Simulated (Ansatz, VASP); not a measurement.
**NbCd3: VASP beside Ansatz**

INCAR

```
PREC = Accurate
ENCUT = 520
EDIFF = 1E-6
ISMEAR = 0
SIGMA = 0.1
LREAL = F
LASPH = T
NELM = 60
ALGO = Fast
ISIF = 2
LWAVE = F
LCHARG = F
NBANDS = 32
```

The input KPOINTS:

```
regular mesh
0
Gamma
  10 10 10
```

The input POSCAR:

```
NbCd3
1.0
    4.2150000000      0.0000000000      0.0000000000
    0.0000000000      4.2150000000      0.0000000000
    0.0000000000      0.0000000000      4.2150000000
Nb Cd
1 3
Direct
    0.0000000000      0.0000000000      0.0000000000
    0.0000000000      0.5000000000      0.5000000000
    0.5000000000      0.0000000000      0.5000000000
    0.5000000000      0.5000000000      0.0000000000
```

Input for Ansatz:

```yaml
crystal:
  lattice:
    - [4.215, 0.0, 0.0]
    - [0.0, 4.215, 0.0]
    - [0.0, 0.0, 4.215]
  atoms:
    - { symbol: Nb, position: [0.0, 0.0, 0.0] }
    - { symbol: Cd, position: [0.0, 0.5, 0.5] }
    - { symbol: Cd, position: [0.5, 0.0, 0.5] }
    - { symbol: Cd, position: [0.5, 0.5, 0.0] }
basis:
  ecutwfc: 420
kpoints:
  mp_grid: { grid: [10, 10, 10] }
hamiltonian:
  xc: lda
scf:
  occupations: { method: gaussian, width: 0.1 }
output:
  forces: true
  stress: true
  eigenvalues: true
```

Alike in both runs: task single point; functional LDA; k mesh 10 × 10 × 10; occupations gaussian, width 0.1 eV; no spin polarisation.

|  | VASP | Ansatz |
| --- | --- | --- |
| version | VASP 6.6.1 | Ansatz 0.2.0 |
| potentials or method | VASP PAW LDA potentials, release 64 (Nb_sv, Cd), cutoff 520 eV | scalar-relativistic, plane waves, PAW |
| valence electrons in the cell | 49 | 73 |

|  | VASP | Ansatz | Ansatz less VASP |
| --- | --- | --- | --- |
| gap on the k mesh at the Fermi level (eV) | none | none | - |
| pressure (GPa) | -1.7 | -2.6 | -0.87 |

LDA's correlation is that of Perdew and Zunger in VASP and of Perdew and Wang (1992) in Ansatz. A gap of «none» marks a metal or a gap that the smearing closes. VASP's potentials hold 49 valence electrons a cell and Ansatz's 73, so a difference there can come from the potentials and not from the codes.
